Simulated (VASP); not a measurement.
# SnO2: single point with r2SCAN

Crystal: SnO2.

```
Sn O
1.0
     4.76057    0.00000    0.00000
     0.00000    4.76057    0.00000
     0.00000    0.00000    3.20008
Sn O
2 4
Direct
  0.00000 0.00000 0.00000
  0.50000 0.50000 0.50000
  0.30588 0.30588 0.00000
  0.19412 0.80588 0.50000
  0.80588 0.19412 0.50000
  0.69412 0.69412 0.00000
```

| Quantity | Value |
| --- | --- |
| Program | VASP 6.6.1 |
| Task | single point |
| Functional | r2SCAN |
| Potentials or basis | VASP PAW PBE potentials, release 64 (Sn_d, O) |
| Cutoff | 520 eV |
| k mesh | 6 × 6 × 8 |
| Occupations | gaussian, width 0.01 eV |
| Spin | no spin polarisation |
| Dipole correction | no |
| Further INCAR settings | ALGO = Normal; EDIFF = 1e-06; NBANDS = 35 |

* Pressure: 1.1 GPa
* Largest force: 0.024 eV/Å
* Band gap on the k mesh: 1.79 eV

Forces on the atoms (eV/Å):
```
Sn   0.000  0.000  0.000
Sn   0.000  0.000  0.000
O   -0.017 -0.017  0.000
O    0.017 -0.017  0.000
O   -0.017  0.017  0.000
O    0.017  0.017  0.000
```

Stress tensor (GPa, compression positive):
```
0.90 0.00 0.00
0.00 0.90 0.00
0.00 0.00 1.48
```

Levels at points of the mesh, in eV from the valence-band top:
| k point | band 23 | band 24 | band 25 | band 26 | band 27 | band 28 | band 29 | band 30 |
| --- | --- | --- | --- | --- | --- | --- | --- | --- |
| (0.00, 0.00, 0.00) | -1.22 | -0.78 | -0.78 | 0.00 | 1.79 | 6.82 | 7.05 | 7.05 |
| (0.50, 0.00, 0.00) | -1.17 | -1.17 | -0.62 | -0.62 | 5.00 | 5.00 | 7.81 | 7.81 |
| (0.50, 0.50, 0.00) | -1.30 | -1.30 | -0.92 | -0.92 | 5.45 | 5.45 | 8.22 | 8.22 |
| (0.00, 0.00, 0.50) | -1.67 | -1.67 | -1.27 | -1.27 | 6.87 | 6.87 | 10.53 | 10.53 |
| (0.50, 0.00, 0.50) | -1.11 | -1.11 | -0.69 | -0.69 | 7.15 | 7.15 | 8.85 | 8.85 |
| (0.50, 0.50, 0.50) | -0.96 | -0.96 | -0.85 | -0.85 | 5.52 | 5.52 | 9.65 | 9.65 |

Wall time 4.2 min on 1 thread of Intel(R) Xeon(R) Platinum 8259CL CPU @ 2.50GHz (Skylake/Cascade Lake) (shared host), peak memory 0.24 GiB.

Caveat: the PAW data sets were made with another functional, which shifts forces and pressure a little; spin-orbit coupling is left out, which moves the levels of the heavy elements.
